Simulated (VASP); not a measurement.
# Ir in VASP: settings compared, part 2 of 3

VASP 6.6.1. The steps go on from the part before.

## Step 4: Single point, PBE, non-collinear spin, zero start, spin-orbit coupling

This run uses another cell than the first one, of 14.06 Å³/atom.

The input, INCAR:

```
SYSTEM = Ir
PREC = Accurate
ENCUT = 520
EDIFF = 1E-6
ISMEAR = -1
SIGMA = 0.05
LREAL = .False.
LASPH = .True.
NELM = 150
ALGO = Normal
ISIF = 2
LWAVE = .False.
LCHARG = .False.
MAGMOM = 0 0 0
LORBIT = 11
LSORBIT = .True.
GGA_COMPAT = .False.
LORBMOM = .True.
LMAXMIX = 4
GGA = PE
NBANDS = 20
```

The input, KPOINTS:

```
Automatic mesh
0
Gamma
  12 12 12
  0 0 0
```

The input, POSCAR:

```
Ir
1.0
    0.0000000000      1.9156000000      1.9156000000
    1.9156000000      0.0000000000      1.9156000000
    1.9156000000      1.9156000000      0.0000000000
Ir
1
Direct
    0.0000000000      0.0000000000      0.0000000000
```

Potentials or basis: VASP PAW PBE potentials, release 64 (Ir).

Command:

```console
$ cat potpaw_PBE.64/Ir/POTCAR > POTCAR
$ mpirun -np 1 vasp_ncl > vasp.out
```

OUTCAR:

```text
SYSTEM = Ir
   PREC = Accurate
   ENCUT = 520
   EDIFF = 1E-6
   ISMEAR = -1
   LREAL = .False.
   LASPH = .True.
   NELM = 150
   ISIF = 2
   LORBIT = 11
   LSORBIT = .True.
   GGA = PE

 ion  position               nearest neighbor table
   1  0.000  0.000  0.000-

  LATTYP: Found a face centered cubic cell.
 ALAT       =     3.8312000000

  Lattice vectors:

 A1 = (   0.0000000000,   1.9156000000,   1.9156000000)
 A2 = (   1.9156000000,   0.0000000000,   1.9156000000)
 A3 = (   1.9156000000,   1.9156000000,   0.0000000000)

Analysis of symmetry for initial positions (statically):
=====================================================================
 Subroutine PRICEL returns:
 Original cell was already a primitive cell.

 Routine SETGRP: Setting up the symmetry group for a
 face centered cubic supercell.

 Subroutine GETGRP returns: Found 48 space group operations
 (whereof 48 operations were pure point group operations)
 out of a pool of 48 trial point group operations.

The static configuration has the point symmetry O_h .

Analysis of symmetry for dynamics (positions and initial velocities):
=====================================================================
 Subroutine PRICEL returns:
 Original cell was already a primitive cell.

 Routine SETGRP: Setting up the symmetry group for a
 face centered cubic supercell.

 Subroutine GETGRP returns: Found 48 space group operations
 (whereof 48 operations were pure point group operations)
 out of a pool of 48 trial point group operations.

The dynamic configuration has the point symmetry O_h .

Analysis of structural, dynamic, and magnetic symmetry:
=====================================================================
 Subroutine PRICEL returns:
 Original cell was already a primitive cell.
[... 722 lines left out ...]
  -------------------------------------------------------------------------------------
  Total        1.1255862      1.1255862      1.1255862     -0.0000000     -0.0000000      0.0000000
  in kB      128.2758395    128.2758395    128.2758395     -0.0000000     -0.0000000      0.0000000
  external PRESSURE =     128.2758395 kB  Pullay stress =       0.0000000 kB

 VOLUME and BASIS-vectors are now :
 -----------------------------------------------------------------------------
  energy-cutoff  :      520.00
  volume of cell :       14.06
      direct lattice vectors                 reciprocal lattice vectors
     0.000000000  1.915600000  1.915600000    -0.261014826  0.261014826  0.261014826
     1.915600000  0.000000000  1.915600000     0.261014826 -0.261014826  0.261014826
     1.915600000  1.915600000  0.000000000     0.261014826  0.261014826 -0.261014826

 POSITION                                       TOTAL-FORCE (eV/Angst)
 -----------------------------------------------------------------------------------
      0.00000      0.00000      0.00000         0.000000      0.000000      0.000000
 -----------------------------------------------------------------------------------
    total drift:                                0.000000     -0.000000      0.000000

  FREE ENERGIE OF THE ION-ELECTRON SYSTEM (eV)
  ---------------------------------------------------
  free  energy   TOTEN  =        -9.2398857474 eV

  energy  without entropy=       -9.2341362185  energy(sigma->0) =       -9.23701098

 orbital moment (x)

 # of ion     p       d       tot
 ----------------------------------------
  1         0.000   0.000   0.000
 ----------------------------------------
            0.000   0.000   0.000

 orbital moment (y)

 # of ion     p       d       tot
 ----------------------------------------
  1         0.000   0.000   0.000
 ----------------------------------------
            0.000   0.000   0.000

 orbital moment (z)

 # of ion     p       d       tot
 ----------------------------------------
  1         0.000   0.000   0.000
 ----------------------------------------
            0.000   0.000   0.000

 Spin-Orbit-Coupling matrix elements

 Ion:    1  E_soc:     -0.7760715
 l=   1
     0.0000000    -0.0394077    -0.0394077
    -0.0394077     0.0000000    -0.0394077
    -0.0394077    -0.0394077     0.0000000
 l=   2
     0.0000000    -0.0155525     0.0000000    -0.0155525    -0.0743851
    -0.0155525     0.0000000    -0.0557888    -0.0155525    -0.0185963
     0.0000000    -0.0557888     0.0000000    -0.0557888     0.0000000
    -0.0155525    -0.0155525    -0.0557888     0.0000000    -0.0185963
    -0.0743851    -0.0185963     0.0000000    -0.0185963     0.0000000
 l=   3
     0.0000000     0.0000000     0.0000000     0.0000000     0.0000000     0.0000000     0.0000000
     0.0000000     0.0000000     0.0000000     0.0000000     0.0000000     0.0000000     0.0000000
     0.0000000     0.0000000     0.0000000     0.0000000     0.0000000     0.0000000     0.0000000
     0.0000000     0.0000000     0.0000000     0.0000000     0.0000000     0.0000000     0.0000000
     0.0000000     0.0000000     0.0000000     0.0000000     0.0000000     0.0000000     0.0000000
     0.0000000     0.0000000     0.0000000     0.0000000     0.0000000     0.0000000     0.0000000
     0.0000000     0.0000000     0.0000000     0.0000000     0.0000000     0.0000000     0.0000000

 total charge

# of ion       s       p       d       tot
------------------------------------------
    1        0.678   0.766   6.981   8.425

 magnetization (x)

# of ion       s       p       d       tot
------------------------------------------
    1       -0.000   0.000   0.000   0.000

 magnetization (y)

# of ion       s       p       d       tot
------------------------------------------
    1        0.000   0.000  -0.000   0.000

 magnetization (z)

# of ion       s       p       d       tot
------------------------------------------
    1        0.000   0.000   0.000   0.000
```

OSZICAR:

```text
N       E                     dE             d eps       ncg     rms          rms(c)
DAV:   1     0.744600286585E+02    0.74460E+02   -0.39867E+03  2928   0.893E+02
DAV:   2    -0.758840870348E+01   -0.82048E+02   -0.72826E+02  2984   0.262E+02
DAV:   3    -0.974886660055E+01   -0.21605E+01   -0.21326E+01  3476   0.503E+01
DAV:   4    -0.977721396458E+01   -0.28347E-01   -0.28332E-01  3324   0.487E+00
DAV:   5    -0.977800573431E+01   -0.79177E-03   -0.79175E-03  3432   0.849E-01    0.175E+01
DAV:   6    -0.933627509793E+01    0.44173E+00   -0.38070E-01  3472   0.106E+01    0.831E+00
DAV:   7    -0.924656240228E+01    0.89713E-01   -0.12858E-01  3788   0.567E+00    0.360E+00
DAV:   8    -0.924294006927E+01    0.36223E-02   -0.33324E-03  3096   0.586E-01    0.134E+00
DAV:   9    -0.924013365667E+01    0.28064E-02   -0.43255E-03  3284   0.997E-01    0.458E-01
DAV:  10    -0.923988134424E+01    0.25231E-03   -0.17367E-04  3268   0.202E-01    0.139E-02
DAV:  11    -0.923988383360E+01   -0.24894E-05   -0.10201E-06  3456   0.879E-03    0.825E-03
DAV:  12    -0.923988577210E+01   -0.19385E-05   -0.43478E-07  2520   0.643E-03    0.151E-03
DAV:  13    -0.923988574739E+01    0.24706E-07   -0.45666E-08  1532   0.239E-03
   1 F= -.92398857E+01 E0= -.92370110E+01  d E =-.574953E-02  mag=     0.0000     0.0000     0.0000
```

stdout:

```text
POSCAR found type information on POSCAR Ir
 POSCAR found :  1 types and       1 ions
 scaLAPACK will be used
 LDA part: xc-table for (Slater+PW92), standard interpolation
 POSCAR, INCAR and KPOINTS ok, starting setup
 FFT: planning ... GRIDC
 FFT: planning ... GRID_SOFT
 FFT: planning ... GRID
 WAVECAR not read
 entering main loop
```

Run time: 76 s. Hardware: 1 thread of Intel Xeon 8259CL, shared host; peak memory 0.18 GiB.

What came out:

```yaml
Free_energy: -9.2399 eV
Pressure: 12.8 GPa
Net_moment: 0.00 μB per cell
Valence_electrons_inside_the_program's_atomic_spheres: Ir 8.43
```

Moments on the atoms (μB; x, y, z):
```
Ir  0.00 0.00 0.00
```

Caveat: the cell stands under pressure.

[end of part 2 of 3]
